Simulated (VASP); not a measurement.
Wanted: the native input for a VASP 6.6.1 run.

```
Task                   : single point
Functional             : revPBE
Potentials or basis    : VASP PAW PBE potentials, release 64 (Pb_d, Te)
Cutoff                 : 520 eV
k mesh                 : 7 × 7 × 7
Occupations            : fermi-dirac, width 0.05 eV
Spin                   : no spin polarisation
Dipole correction      : no
Further INCAR settings : ALGO = Normal; EDIFF = 1e-06; NBANDS = 17
```

The structure of TePb lies in POSCAR:

```
TePb
1.0
    0.0000000000      3.2523979746      3.2523979746
    3.2523979746      0.0000000000      3.2523979746
    3.2523979746      3.2523979746      0.0000000000
Pb Te
1 1
Direct
    0.0000000000      0.0000000000      0.0000000000
    0.5000000000      0.5000000000      0.5000000000
```

These files were run (other wordings do the same):

INCAR

```
  PREC = Accurate
  ENCUT = 520
  EDIFF = 1E-6
  ISMEAR = -1
  SIGMA = 0.05
  LREAL = False
  LASPH = True
  NELM = 100
  ALGO = Normal
  ISIF = 2
  LWAVE = False
  LCHARG = False
  GGA = RE
  NBANDS = 17
```

KPOINTS

```
Automatic mesh
0
Gamma
  7 7 7
```

Potentials or basis: VASP PAW PBE potentials, release 64 (Pb_d, Te).

Command:

```sh
$ cat potpaw_PBE.64/Pb_d/POTCAR potpaw_PBE.64/Te/POTCAR > POTCAR
$ mpirun -np 1 vasp_std > vasp.out
```

Results of the run:

```yaml
Pressure: 2.2 GPa
```

Caveat: the PAW data sets were made with another functional, which shifts forces and pressure a little.

It took 24 s on 1 thread of Intel Xeon 6975P-C, on a shared host, peak memory 0.21 GiB.
